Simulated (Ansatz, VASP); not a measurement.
## Two plane-wave programs on NaSrI3

The input INCAR:

```
SYSTEM = NaSrI3
  PREC = Accurate
  ENCUT = 520
  EDIFF = 1E-7
  ISMEAR = -1
  SIGMA = 0.02
  LREAL = .False.
  LASPH = .True.
  NELM = 100
  ALGO = Normal
  ISIF = 2
  LWAVE = .False.
  LCHARG = .True.
  GGA = PE
  LELF = .True.
  LVHAR = .True.
  NBANDS = 27
```

The input KPOINTS:

```
Automatic mesh
0
Gamma
  4 4 4
  0 0 0
```

Contents of POSCAR:

```
NaSrI3
1.0
    6.5576309766      0.0000000000      0.0000000000
    0.0000000000      6.5576309766      0.0000000000
    0.0000000000      0.0000000000      6.3606739236
Na Sr I
1 1 3
Direct
    0.0000000000      0.0000000000      0.0000000000
    0.5000000000      0.5000000000      0.5000000000
    0.5000000000      0.5000000000      0.0000000000
    0.5000000000      0.0000000000      0.5000000000
    0.0000000000      0.5000000000      0.5000000000
```

Input for Ansatz:

```yaml
crystal:
  lattice:
    - [6.5576309766, 0.0, 0.0]
    - [0.0, 6.5576309766, 0.0]
    - [0.0, 0.0, 6.3606739236]
  atoms:
    - { symbol: Na, position: [0.0, 0.0, 0.0] }
    - { symbol: Sr, position: [0.5, 0.5, 0.5] }
    - { symbol: I, position: [0.5, 0.5, 0.0] }
    - { symbol: I, position: [0.5, 0.0, 0.5] }
    - { symbol: I, position: [0.0, 0.5, 0.5] }
kpoints:
  mp_grid: { grid: [4, 4, 4] }
  band_path:
    path: [[0.0, 0.0, 0.0], [0.0, 0.5, 0.0], [0.5, 0.5, 0.0], [0.5, 0.5, 0.5]]
    npoints: 1
hamiltonian:
  xc: pbe
scf:
  occupations: { method: fermi_dirac, width: 0.02 }
  n_extra_bands: 5
output:
  forces: true
  stress: true
  eigenvalues: true
  write_density: true
  write_potential: true
  elf: true
  volumetric_format: npy
```

Change from the starting cell: epitaxial_xy strain +2.5%.

Alike in both runs: task single point; functional PBE; k mesh 4 × 4 × 4; occupations fermi-dirac, width 0.02 eV; no spin polarisation.

|  | VASP | Ansatz |
| --- | --- | --- |
| version | VASP 6.6.1 | Ansatz 0.2.0 |
| potentials or method | VASP PAW PBE potentials, release 64 (Na_pv, Sr_sv, I) | plane waves, PAW |
| plane-wave cutoff (eV) | 520 | 420 |
| valence electrons in the cell | 38 | 70 |

|  | VASP | Ansatz | Ansatz less VASP |
| --- | --- | --- | --- |
| gap on the k mesh at the Fermi level (eV) | 2.37 | 2.37 | +0.002 |
| pressure (GPa) | -0.3 | -0.4 | -0.03 |
| traceless stress, the component that is largest in VASP (GPa) | 0.51 | 0.50 | -0.007 |

With one functional, cell and mesh, what is left measures potentials, basis and numerics. VASP's potentials hold 38 valence electrons a cell and Ansatz's 70, so a difference there can come from the potentials and not from the codes.

Spin-orbit coupling is off throughout.
